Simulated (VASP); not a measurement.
# C (I4/mmm) in VASP: single point with PBE

Aim: the single point of C with PBE.

Everything below comes from runs of VASP 6.6.1. Logs are shortened: lines on timing, memory, paths and dates and some standing lists are left out, and cuts for length are marked.

**1. The cell of the first run**

The structure is tetragonal, space group I4/mmm (No. 139). The conventional cell has a = 4.382 Å, b = 4.382 Å, c = 3.772 Å, α = 90.00°, β = 90.00°, γ = 90.00°. C (site symmetry m) has 5 C at 1.56 to 1.57 Å within 2.1 Å.

**2. Single point, PBE**

INCAR reads:

```
SYSTEM = C
PREC     = Accurate       ! precision mode
ENCUT    = 520            ! plane-wave cutoff, eV
EDIFF    = 1E-6           ! SCF threshold, eV
ISMEAR   = 0              ! smearing method
SIGMA    = 0.1            ! smearing width, eV
LREAL    = .False.        ! projectors in reciprocal space
LASPH    = .True.         ! aspherical terms in the spheres
NELM     = 100            ! most SCF steps
ALGO     = Normal         ! electronic algorithm
ISIF     = 2              ! what is computed and relaxed
LWAVE    = .False.        ! write WAVECAR
LCHARG   = .True.         ! write CHGCAR
GGA      = PE             ! functional
LELF     = .True.         ! ELF
LVHAR    = .True.       
NBANDS   = 26             ! bands
```

KPOINTS reads:

```
regular mesh
0
Gamma
  6 6 6
  0 0 0
```

POSCAR reads:

```
C
1.0
   -2.1911842300      2.1911842300      1.8857510800
    2.1911842300     -2.1911842300      1.8857510800
    2.1911842300      2.1911842300     -1.8857510800
C
8
Direct
    0.5446813700      0.2927072700      0.2519741000
    0.0407331600      0.2927072700      0.7480259000
    0.2927072700      0.0407331600      0.7480259000
    0.2927072700      0.5446813700      0.2519741000
    0.9592668400      0.7072927300      0.2519741000
    0.4553186300      0.7072927300      0.7480259000
    0.7072927300      0.9592668400      0.2519741000
    0.7072927300      0.4553186300      0.7480259000
```

Potentials or basis: VASP PAW PBE potentials, release 64 (C).

Launch:

```sh
cat potpaw_PBE.64/C/POTCAR > POTCAR
mpirun -np 1 vasp_std > vasp.out
```

OUTCAR:

```text
SYSTEM = C
   PREC = Accurate
   ENCUT = 520
   EDIFF = 1E-6
   ISMEAR = 0
   LREAL = .False.
   LASPH = .True.
   NELM = 100
   ISIF = 2
   GGA = PE

 ion  position               nearest neighbor table
   1  0.545  0.293  0.252-   4 1.56   3 1.56   5 1.56   7 1.57   8 1.57
   2  0.041  0.293  0.748-   4 1.56   3 1.56   6 1.56   8 1.57   7 1.57
   3  0.293  0.041  0.748-   1 1.56   2 1.56   8 1.56   6 1.57   5 1.57
   4  0.293  0.545  0.252-   1 1.56   2 1.56   7 1.56   5 1.57   6 1.57
   5  0.959  0.707  0.252-   8 1.56   7 1.56   1 1.56   4 1.57   3 1.57
   6  0.455  0.707  0.748-   8 1.56   7 1.56   2 1.56   3 1.57   4 1.57
   7  0.707  0.959  0.252-   6 1.56   5 1.56   4 1.56   1 1.57   2 1.57
   8  0.707  0.455  0.748-   6 1.56   5 1.56   3 1.56   2 1.57   1 1.57

  LATTYP: Found a body centered tetragonal cell.
 ALAT       =     4.3823684600
 C/A-ratio  =     0.8606081835

  Lattice vectors:

 A1 = (  -2.1911842300,   2.1911842300,   1.8857510800)
 A2 = (   2.1911842300,  -2.1911842300,   1.8857510800)
 A3 = (   2.1911842300,   2.1911842300,  -1.8857510800)

Analysis of symmetry for initial positions (statically):
=====================================================================
 Subroutine PRICEL returns:
 Original cell was already a primitive cell.

 Routine SETGRP: Setting up the symmetry group for a
 body centered tetragonal supercell.

 Subroutine GETGRP returns: Found 16 space group operations
 (whereof 16 operations were pure point group operations)
 out of a pool of 16 trial point group operations.

The static configuration has the point symmetry D_4h.

Analysis of symmetry for dynamics (positions and initial velocities):
=====================================================================
 Subroutine PRICEL returns:
 Original cell was already a primitive cell.

 Routine SETGRP: Setting up the symmetry group for a
 body centered tetragonal supercell.

 Subroutine GETGRP returns: Found 16 space group operations
 (whereof 16 operations were pure point group operations)
 out of a pool of 16 trial point group operations.

The dynamic configuration has the point symmetry D_4h.

 Subroutine INISYM returns: Found 16 space group operations
 (whereof 16 operations are pure point group operations),
 and found     1 'primitive' translations

----------------------------------------------------------------------------------------

                                     Primitive cell

  volume of cell :      36.2161

  direct lattice vectors                    reciprocal lattice vectors
    -2.191184230  2.191184230  1.885751080     0.000000000  0.228187111  0.265146342
     2.191184230 -2.191184230  1.885751080     0.228187111  0.000000000  0.265146342
     2.191184230  2.191184230 -1.885751080     0.228187111  0.228187111  0.000000000

  length of vectors
     3.627483121  3.627483121  3.627483121     0.349817010  0.349817010  0.322705308

  position of ions in fractional coordinates (direct lattice)
     0.544681370  0.292707270  0.251974100
     0.040733160  0.292707270  0.748025900
     0.292707270  0.040733160  0.748025900
     0.292707270  0.544681370  0.251974100
     0.959266840  0.707292730  0.251974100
     0.455318630  0.707292730  0.748025900
     0.707292730  0.959266840  0.251974100
     0.707292730  0.455318630  0.748025900

  ion indices of the primitive-cell ions
   primitive index   ion index
                 1           1
                 2           2
                 3           3
                 4           4
                 5           5
                 6           6
                 7           7
                 8           8

----------------------------------------------------------------------------------------

 KPOINTS: regular mesh

Automatic generation of k-mesh.
 Grid dimensions read from file:
 generate k-points for:    6    6    6

 Generating k-lattice:

  Cartesian coordinates                     Fractional coordinates (reciprocal lattice)
     0.000000000  0.038031185  0.044191057     0.166666667 -0.000000000  0.000000000
     0.038031185  0.000000000  0.044191057    -0.000000000  0.166666667  0.000000000
     0.038031185  0.038031185  0.000000000     0.000000000  0.000000000  0.166666667

  Length of vectors
     0.058302835  0.058302835  0.053784218

  Shift w.r.t. Gamma in fractional coordinates (k-lattice)
     0.000000000  0.000000000  0.000000000

 Subroutine IBZKPT returns following result:
 ===========================================

 Found     30 irreducible k-points:

 Following reciprocal coordinates:
            Coordinates               Weight
  0.000000  0.000000  0.000000      1.000000
  0.166667  0.000000  0.000000      8.000000
  0.333333  0.000000  0.000000      8.000000
  0.500000  0.000000 -0.000000      4.000000
  0.166667  0.166667  0.000000      8.000000
  0.333333  0.166667 -0.000000     16.000000
[... 16 lines left out ...]
 -0.333333 -0.333333  0.166667      8.000000
 -0.166667 -0.333333  0.166667      8.000000
 [... further k-points ...]
   k-points           NKPTS =     30   k-points in BZ     NKDIM =     30   number of bands    NBANDS=     26
   number of dos      NEDOS =    301   number of ions     NIONS =      8
   total plane-waves  NPLWV =  21952
   dimension x,y,z NGX =    28 NGY =   28 NGZ =   28
   dimension x,y,z NGXF=    56 NGYF=   56 NGZF=   56
   ions per type =               8
   NGX,Y,Z   is equivalent  to a cutoff of  12.83, 12.83, 12.83 a.u.
   NGXF,Y,Z  is equivalent  to a cutoff of  25.66, 25.66, 25.66 a.u.
 SYSTEM =  C
   PREC   = accura    normal or accurate (medium, high low for compatibility)
   ISTART =      0    job   : 0-new  1-cont  2-samecut
   ICHARG =      2    charge: 1-file 2-atom 10-const
   ISPIN  =      1    spin polarized calculation?
   LNONCOLLINEAR =      F non collinear calculations
   LSORBIT =      F    spin-orbit coupling
   LASPH  =      T    aspherical Exc in radial PAW
   ENCUT  =  520.0 eV  38.22 Ry    6.18 a.u.   6.74  6.74  6.74*2*pi/ulx,y,z
   NELM   =    100;   NELMIN=  2; NELMDL= -5     # of ELM steps
   EDIFF  = 0.1E-05   stopping-criterion for ELM
   LREAL  =      F    real-space projection
   EDIFFG = 0.1E-04   stopping-criterion for IOM
   NSW    =      0    number of steps for IOM
   IBRION =     -1    ionic relax: 0-MD 1-quasi-New 2-CG
   NFREE  =      0    steps in history (QN), initial steepest desc. (CG)
   ISIF   =      2    stress and relaxation
   ISYM   =      2    0-nonsym 1-usesym 2-fastsym
   POTIM  = 0.5000    time-step for ionic-motion
   TEBEG  =    0.0;   TEEND  =   0.0 temperature during run
   PSTRESS=    0.0 pullay stress
   NELECT =      32.0000    total number of electrons
   NUPDOWN=      -1.0000    fix difference up-down
   EMIN   =  10.00;   EMAX   =-10.00  energy-range for DOS
   EFERMI =   0.00;   METHOD = LEGACY
   ISMEAR =     0;   SIGMA  =   0.10  broadening in eV -4-tet -1-fermi 0-gaus
   EFERMI_NEDOS =   21; number of points for ismear=-14 and -15
   IALGO  =     38    algorithm
   IMIX   =      4    mixing-type and parameters
     AMIX     =   0.40;   BMIX     =  1.00
     AMIX_MAG =   1.60;   BMIX_MAG =  1.00
  volume/ion in A,a.u.               =       4.53        30.55
  Fermi-wavevector in a.u.,A,eV,Ry     =   1.570932  2.968631 33.576838  2.467828
  Thomas-Fermi vector in A             =   2.672592
   LORBIT       =      0    0 simple, 1 ext, 2 COOP (PROOUT), +10 PAW based schemes
   GGA     = PE    functional components
   LHFCALC =     F    Hartree Fock is set to
   AEXX    =    0.0000 exact exchange contribution
   IVDW    =     0    specifies the selected vdW correction
   LEPSILON=     F    determine dielectric tensor
   LRPA    =     F    only Hartree local field effects (RPA)
 non-spin polarized calculation
 Gauss-broadening in eV      SIGMA  =   0.10
  energy-cutoff  :      520.00
  volume of cell :       36.22
 maximum number of plane-waves:       987
   NGX = 13   NGY = 13   NGZ = 13

 number of electron      32.0000001 magnetization

 Free energy of the ion-electron system (eV)
  ---------------------------------------------------
  ext. energy  EPLUGINS =         0.00000000
  ---------------------------------------------------
  free energy    TOTEN  =       -50.13201310 eV

  energy without entropy =      -50.12099131  energy(sigma->0) =      -50.12650220

 E-fermi :  14.0434     XC(G=0): -14.7342

 val. band max:       14.0165025723   @ k =   0.1667   0.1667   0.1667
 cond. band min:      14.1297690097   @ k =  -0.1667   0.5000   0.1667
 fundamental gap:      0.1132664374
 Fermi energy:        14.0434137845

 k-point     1 :       0.0000    0.0000    0.0000
  band No.  band energies     occupation
      1     -11.6379      2.00000
      2      -1.3110      2.00000
      3      -0.6715      2.00000
      4       1.0172      2.00000
      5       1.0172      2.00000
      6       1.2592      2.00000
[... 18 lines left out ...]
     25      27.6178      0.00000
     26      27.6194      0.00000

 k-point     2 :       0.1667    0.0000    0.0000
  band No.  band energies     occupation
      1     -11.2479      2.00000
      2      -2.5126      2.00000
      3      -1.5004      2.00000
      4      -1.0190      2.00000
      5       0.1340      2.00000
      6       0.5640      2.00000
[... 18 lines left out ...]
     25      26.8508      0.00000
     26      27.0444      0.00000

 k-point     3 :       0.3333    0.0000    0.0000
  band No.  band energies     occupation
      1     -10.1107      2.00000
      2      -5.2514      2.00000
      3      -2.3811      2.00000
      4      -2.1846      2.00000
      5      -0.7864      2.00000
      6      -0.4922      2.00000
[... 572 lines left out ...]
 k-point    23 :      -0.3333   -0.3333    0.1667
  band No.  band energies     occupation
      1      -8.2013      2.00000
      2      -6.1501      2.00000
      3      -5.7062      2.00000
      4      -2.2067      2.00000
      5      -2.1898      2.00000
      6       0.4305      2.00000
[... 18 lines left out ...]
     25      25.8467      0.00000
     26      25.9904      0.00000

 k-point    24 :      -0.1667   -0.3333    0.1667
  band No.  band energies     occupation
      1      -9.5451      2.00000
      2      -5.1659      2.00000
      3      -3.3543      2.00000
      4      -3.1526      2.00000
      5      -1.3005      2.00000
      6       0.5030      2.00000
[... 18 lines left out ...]
     25      26.3601      0.00000
     26      26.8580      0.00000

 [... further k-points ...]
[... 5 lines left out ...]
  --------------------------------------------------------------------------------------
  -------------------------------------------------------------------------------------
  Total       40.1799534     40.1799534     19.7325670      0.0000000      0.0000000      0.0000000
  in kB     1777.5337982   1777.5337982    872.9553383      0.0000000      0.0000000      0.0000000
  external PRESSURE =    1476.0076449 kB  Pullay stress =       0.0000000 kB

 VOLUME and BASIS-vectors are now :
 -----------------------------------------------------------------------------
  energy-cutoff  :      520.00
  volume of cell :       36.22
      direct lattice vectors                 reciprocal lattice vectors
    -2.191184230  2.191184230  1.885751080     0.000000000  0.228187111  0.265146342
     2.191184230 -2.191184230  1.885751080     0.228187111  0.000000000  0.265146342
     2.191184230  2.191184230 -1.885751080     0.228187111  0.228187111  0.000000000

 POSITION                                       TOTAL-FORCE (eV/Angst)
 -----------------------------------------------------------------------------------
     -0.00000      1.10424      1.10395         0.000000      1.380492      1.775075
      2.19118      1.08694     -0.78180         0.000000     -1.380492      1.775075
      1.08694      2.19118     -0.78180        -1.380492      0.000000      1.775075
      1.10424     -0.00000      1.10395         1.380492      0.000000      1.775075
     -0.00000      1.10424      2.66756         0.000000      1.380492     -1.775075
      2.19118      1.08694      0.78180         0.000000     -1.380492     -1.775075
      1.10424     -0.00000      2.66756         1.380492      0.000000     -1.775075
      1.08694      2.19118      0.78180        -1.380492     -0.000000     -1.775075
 -----------------------------------------------------------------------------------
    total drift:                                0.000000      0.000000      0.000000

  FREE ENERGIE OF THE ION-ELECTRON SYSTEM (eV)
  ---------------------------------------------------
  free  energy   TOTEN  =       -50.1320131007 eV

  energy  without entropy=      -50.1209913073  energy(sigma->0) =      -50.12650220
```

It took 17 s on 1 thread of Intel Xeon Platinum 8488C (Sapphire Rapids), shared host; peak memory 0.15 GiB.

What came out:

```yaml
Free_energy: -50.1320 eV
Pressure: 147.6 GPa
Largest_force: 2.249 eV/Å
Band_gap_on_the_k_mesh: zero (band 16 reaches 18.60 eV, above the bottom of band 17 at 12.81 eV)
```

Forces on the atoms (eV/Å):
```
C    0.000  1.380  1.775
C    0.000 -1.380  1.775
C   -1.380  0.000  1.775
C    1.380  0.000  1.775
C    0.000  1.380 -1.775
C    0.000 -1.380 -1.775
C    1.380  0.000 -1.775
C   -1.380  0.000 -1.775
```

Stress tensor (GPa, compression positive):
```
177.75   0.00   0.00
  0.00 177.75   0.00
  0.00   0.00  87.30
```

Levels at points of the mesh, in eV from the Fermi level:
```tsv
k point	band 14	band 15	band 16	band 17	band 18	band 19
(0.00, 0.00, 0.00)	-4.97	-4.97	4.56	4.79	4.79	4.88
(0.50, 0.00, 0.00)	-3.26	-2.78	-1.98	-0.07	0.94	3.39
(0.50, 0.50, 0.00)	-2.91	-2.79	-2.76	0.76	2.50	6.26
(0.50, 0.50, 0.50)	-2.03	-1.42	0.73	0.77	0.77	1.25
```

Caveat: the k points lie up to 0.37 Å⁻¹ apart; forces of over 1 eV/Å act on the atoms, so gaps and moduli don't describe the material at rest.
